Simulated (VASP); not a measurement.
A run of VASP 6.6.1 is set up as follows.

The input INCAR:

```
SYSTEM = InSb
ALGO = Normal ; EDIFF = 1E-6
ENCUT = 500 ; GGA = CA
GGA_COMPAT = .FALSE. ; ISIF = 2
ISMEAR = 0 ; LASPH = .TRUE.
LCHARG = .FALSE. ; LREAL = .FALSE.
LWAVE = .FALSE. ; NBANDS = 16
NELM = 120 ; PREC = Accurate
SIGMA = 0.1
```

File KPOINTS:

```
k-points
0
G
  6 6 6
  0 0 0
```

Contents of POSCAR:

```
InSb
1.0
   -2.9447400000      2.9447400000      1.6363770000
    2.9447400000     -2.9447400000      1.6363770000
    2.9447400000      2.9447400000     -1.6363770000
In Sb
1 1
Direct
    0.2500000000      0.7500000000      0.5000000000
    0.0000000000      0.0000000000      0.0000000000
```

Potentials or basis: VASP PAW LDA potentials, release 64 (In_d, Sb).

Launch:

```bash
$ cat potpaw_LDA.64/In_d/POTCAR potpaw_LDA.64/Sb/POTCAR > POTCAR
$ mpirun -np 1 vasp_std > vasp.out
```

**Question.** Predict the band gap on the k mesh.

**Answer.** Zero (bands 9 and 10 overlap by 4.43 eV).

**Question.** Predict the pressure.

**Answer.** -4.1 GPa.

Stress tensor (GPa, compression positive):
```
-3.04  0.00  0.00
 0.00 -3.04  0.00
 0.00  0.00 -6.22
```

Caveat: the k points lie up to 0.37 Å⁻¹ apart, too coarse for converged energies and pressures of a metal; spin-orbit coupling is left out, which moves the levels of the heavy elements.
